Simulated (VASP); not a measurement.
Write the native input for VASP 6.6.1 that does the following.

```
Task                   : single point
Functional             : LDA
Potentials or basis    : VASP PAW LDA potentials, release 64 (Hg)
Cutoff                 : 520 eV
k mesh                 : 11 × 11 × 11
Occupations            : fermi-dirac, width 0.1 eV
Spin                   : no spin polarisation
Dipole correction      : no
Further INCAR settings : ALGO = Normal; EDIFF = 1e-06; NBANDS = 19
```

The structure of Hg lies in POSCAR:

```
Hg
1.0
    0.0000000000      3.0235894027      3.0235894027
    3.0235894027      0.0000000000      3.0235894027
    3.0235894027      3.0235894027      0.0000000000
Hg
2
Direct
   -0.1250000000     -0.1250000000     -0.1250000000
    0.1250000000      0.1250000000      0.1250000000
```

One way to write it, as run:

INCAR

```
SYSTEM = Hg
PREC     = Accurate       ! precision mode
ENCUT    = 520            ! plane-wave cutoff, eV
EDIFF    = 1E-6           ! SCF threshold, eV
ISMEAR   = -1             ! smearing method
SIGMA    = 0.1            ! smearing width, eV
LREAL    = .False.        ! projectors in reciprocal space
LASPH    = .True.         ! aspherical terms in the spheres
NELM     = 60             ! most SCF steps
ALGO     = Normal         ! electronic algorithm
ISIF     = 2              ! what is computed and relaxed
LWAVE    = .False.        ! write WAVECAR
LCHARG   = .False.        ! write CHGCAR
NBANDS   = 19             ! bands
```

KPOINTS

```
Automatic mesh
0
Gamma
  11 11 11
  0 0 0
```

Potentials or basis: VASP PAW LDA potentials, release 64 (Hg).

The run is started by

```bash
$ cat potpaw_LDA.64/Hg/POTCAR > POTCAR
$ mpirun -np 1 vasp_std > vasp.out
```

Results of the run:

The pressure is 10.7 GPa and the band gap on the k mesh is zero (bands 12 and 13 overlap by 6.17 eV).

Caveat: the cell stands under pressure; spin-orbit coupling is left out, which moves the levels of the heavy elements.

Wall time 14 s on 1 thread of Intel(R) Xeon(R) 6975P-C (Granite Rapids) (shared host), peak memory 0.18 GiB.
